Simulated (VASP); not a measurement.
Set up this calculation in VASP 6.6.1, as the native input.

```
Task                   : single point
Functional             : PBE
Potentials or basis    : VASP PAW PBE potentials, release 64 (Be, Cd, S)
Cutoff                 : 520 eV
k mesh                 : 4 × 2 × 2
Occupations            : gaussian, width 0.1 eV
Spin                   : no spin polarisation
Dipole correction      : no
Further INCAR settings : ALGO = Normal; EDIFF = 1e-07; NBANDS = 50
```

The structure of BeCdS4 lies in POSCAR:

```
BeCdS4
1.0
    5.6668167984      0.0000000000      0.0277470874
    0.0000000000      6.3403086302      0.0000000000
   -0.1115522114      0.0000000000      6.3511199187
Be Cd S
2 2 8
Direct
    0.4606907478      0.5566061857      0.3128848065
    0.5393092522      0.0566061857      0.6871151935
    0.9968505552      0.9911927940      0.2548629463
    0.0031494448      0.4911927940      0.7451370537
    0.4222668117      0.5983455697      0.6391765595
    0.5856276846      0.3593079483      0.8209390952
    0.1347880579      0.4202131702      0.1663653759
    0.8664555937      0.5740113480      0.3383644679
    0.8652119421      0.9202131702      0.8336346241
    0.1335444063      0.0740113480      0.6616355321
    0.5777331883      0.0983455697      0.3608234405
    0.4143723154      0.8593079483      0.1790609048
```

The input as run:

INCAR

```
SYSTEM = BeCdS4
PREC     = Accurate       ! precision mode
ENCUT    = 520            ! plane-wave cutoff, eV
EDIFF    = 1E-7           ! SCF threshold, eV
ISMEAR   = 0              ! smearing method
SIGMA    = 0.1            ! smearing width, eV
LREAL    = .FALSE.        ! projectors in reciprocal space
LASPH    = .TRUE.         ! aspherical terms in the spheres
NELM     = 80             ! most SCF steps
ALGO     = Normal         ! electronic algorithm
ISIF     = 2              ! what is computed and relaxed
LWAVE    = .FALSE.        ! write WAVECAR
LCHARG   = .FALSE.        ! write CHGCAR
GGA      = PE             ! functional
NBANDS   = 50             ! bands
```

KPOINTS

```
Automatic mesh
0
G
  4 2 2
  0 0 0
```

Potentials or basis: VASP PAW PBE potentials, release 64 (Be, Cd, S).

Launch:

```console
$ cat potpaw_PBE.64/Be/POTCAR potpaw_PBE.64/Cd/POTCAR potpaw_PBE.64/S/POTCAR > POTCAR
$ mpirun -np 1 vasp_std > vasp.out
```

Results of the run:

```yaml
Pressure: 0.0 GPa
Largest_force: 0.119 eV/Å
Band_gap_on_the_k_mesh: 1.75 eV (least direct gap 1.79 eV)
```

Caveat: the k points lie up to 0.50 Å⁻¹ apart.

Run time: 72 s on 1 thread of Intel(R) Xeon(R) 6975P-C (Granite Rapids) (shared host), peak memory 0.35 GiB.
